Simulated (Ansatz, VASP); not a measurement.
# One calculation of Ca3TlRh, two programs

```xyz
10
Lattice="7.7386 0.0000 0.0000 -3.8693 6.7018 0.0000 0.0000 0.0000 5.8268" Properties=species:S:1:pos:R:3 pbc="T T T"
Ca    3.8693    4.3517    4.3701
Ca    2.0352    1.1750    4.3701
Ca    5.7034    1.1750    4.3701
Ca    0.0000    2.3501    1.4567
Ca    1.8341    5.5268    1.4567
Ca   -1.8341    5.5268    1.4567
Tl    3.8693    2.2339    1.4567
Tl    0.0000    4.4679    4.3701
Rh    0.0000    0.0000    0.0000
Rh    0.0000    0.0000    2.9134
```

Change from the starting cell: species swapped into the BaTaSe3 type (P6_3/mmc, No. 194).

Alike in both runs: functional PBE; k mesh 3 × 3 × 3; occupations gaussian, width 0.2 eV; no spin polarisation.

Ansatz relaxed the structure, and its values are those at the end. VASP's run is a single point on that final structure, the one shown.

```csv
,VASP,Ansatz
version,VASP 6.6.1,Ansatz 0.2.0
potentials or method,"VASP PAW PBE potentials, release 64 (Ca_sv, Tl_d, Rh_pv), cutoff 520 eV","scalar-relativistic, plane waves, PAW"
valence electrons in the cell,116,120
```

|  | VASP | Ansatz | Ansatz less VASP |
| --- | --- | --- | --- |
| gap on the k mesh at the Fermi level (eV) | none | none | - |
| pressure (GPa) | 0.2 | 0.2 | -0.08 |
| rms of the force components (eV/Å) | 0.020 | 0.009 | -0.0114 |

A gap of «none» marks a metal or a gap that the smearing closes. VASP's potentials hold 116 valence electrons a cell and Ansatz's 120, so a difference there can come from the potentials and not from the codes.

Spin-orbit coupling is off throughout.
